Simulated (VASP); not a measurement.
A run of VASP 6.6.1 is set up as follows.

Contents of INCAR:

```
  PREC = Accurate
  ENCUT = 520
  EDIFF = 1E-6
  ISMEAR = 0
  SIGMA = 0.02
  LREAL = Auto
  LASPH = T
  NELM = 100
  ALGO = Normal
  ISIF = 2
  LWAVE = F
  LCHARG = F
  GGA = PS
  NBANDS = 86
```

Contents of KPOINTS:

```
Automatic mesh
0
Gamma
  2 2 2
  0.5 0.5 0.5
```

File POSCAR:

```
SiC
1.0
   -4.3567947893      4.3567947893     -4.3567947893
    4.3567947893      4.3567947893      4.3567947893
    4.3567947893     -4.3567947893     -4.3567947893
Si C
16 16
Direct
    0.2500000000      0.2500000000      0.7500000000
    0.0000000000      0.5000000000      0.7500000000
    0.5000000000      0.2500000000      0.5000000000
    0.7500000000      0.7500000000      0.7500000000
    0.2500000000      0.5000000000      0.5000000000
    0.5000000000      0.0000000000      0.7500000000
    0.0000000000      0.7500000000      0.5000000000
    0.7500000000      0.2500000000      0.2500000000
    0.5000000000      0.5000000000      0.2500000000
    0.7500000000      0.0000000000      0.5000000000
    0.0000000000      0.2500000000      0.0000000000
    0.2500000000      0.7500000000      0.2500000000
    0.0000000000      0.0000000000      0.2500000000
    0.7500000000      0.5000000000      0.0000000000
    0.5000000000      0.7500000000      0.0000000000
    0.2500000000      0.0000000000      0.0000000000
    0.2500000000      0.2500000000      0.5000000000
    0.0000000000      0.5000000000      0.5000000000
    0.5000000000      0.2500000000      0.2500000000
    0.7500000000      0.7500000000      0.5000000000
    0.2500000000      0.5000000000      0.2500000000
    0.5000000000      0.0000000000      0.5000000000
    0.0000000000      0.7500000000      0.2500000000
    0.7500000000      0.2500000000      0.0000000000
    0.5000000000      0.5000000000      0.0000000000
    0.7500000000      0.0000000000      0.2500000000
    0.0000000000      0.2500000000      0.7500000000
    0.2500000000      0.7500000000      0.0000000000
    0.0000000000      0.0000000000      0.0000000000
    0.7500000000      0.5000000000      0.7500000000
    0.5000000000      0.7500000000      0.7500000000
    0.2500000000      0.0000000000      0.7500000000
```

Potentials or basis: VASP PAW PBE potentials, release 64 (Si, C).

Run with:

```sh
$ cat potpaw_PBE.64/Si/POTCAR potpaw_PBE.64/C/POTCAR > POTCAR
$ mpirun -np 1 vasp_std > vasp.out
```

(1) Predict the band gap on the k mesh.

(2) Estimate the pressure.

Answers

(1) 2.58 eV.

(2) 0.3 GPa.

Caveat: the PAW data sets were made with another functional, which shifts forces and pressure a little.
